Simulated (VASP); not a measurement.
Write the native input for VASP 6.6.1 that does the following.

```
Task                   : relaxation of cell and atoms
Functional             : PBE
Potentials or basis    : VASP PAW PBE potentials, release 64 (Ga_d, N)
Cutoff                 : 600 eV
k mesh                 : 12 × 12 × 6
Occupations            : fermi-dirac, width 0.02 eV
Spin                   : no spin polarisation
Dipole correction      : no
Further INCAR settings : ALGO = Normal; EDIFF = 1e-07; IBRION = 2; EDIFFG = -0.005; NSW = 80; ISIF = 3
```

The structure of GaN lies in POSCAR:

```
GaN
1.0
    3.1482840262      0.0000000000      0.0000000000
   -1.5741420131      2.7264939450      0.0000000000
    0.0000000000      0.0000000000      3.9351459000
Ga N
2 2
Direct
    0.3333333333      0.6666666667      0.2500000000
    0.6666666667      0.3333333333      0.7500000000
    0.6666666667      0.3333333333      0.2500000000
    0.3333333333      0.6666666667      0.7500000000
```

The input as run:

INCAR

```
SYSTEM = GaN
ALGO = Normal
EDIFF = 1E-7
EDIFFG = -0.005
ENCUT = 600
GGA = PE
IBRION = 2
ISIF = 3
ISMEAR = -1
LASPH = .TRUE.
LCHARG = .FALSE.
LREAL = .FALSE.
LWAVE = .FALSE.
NELM = 80
NSW = 80
PREC = Accurate
SIGMA = 0.02
```

KPOINTS

```
k-points
0
G
  12 12 6
  0 0 0
```

Potentials or basis: VASP PAW PBE potentials, release 64 (Ga_d, N).

Command:

```console
$ cat potpaw_PBE.64/Ga_d/POTCAR potpaw_PBE.64/N/POTCAR > POTCAR
$ mpirun -np 1 vasp_std > vasp.out
```

It gave:

| Item | Value |
| --- | --- |
| Relaxed volume | 11.56 Å³/atom |
| Relaxed cell | a = 3.335 Å, b = 3.335 Å, c = 4.801 Å, α = 90.00°, β = 90.00°, γ = 120.00° |
| Space group after relaxing (to 0.1 Å) | P6_3/mmc (No. 194) |
| Energy gained by relaxing | 733.6 meV/atom |
| Ionic steps | 12 |
| Pressure after relaxing | 0.0 GPa |
| Band gap on the k mesh | 1.20 eV |

Caveat: the volume moved by over 15 % at a fixed basis, so the end points are rough.

Wall time 15 min on 1 thread of Intel(R) Xeon(R) Platinum 8375C CPU @ 2.90GHz (Ice Lake) (shared host), peak memory 0.21 GiB.
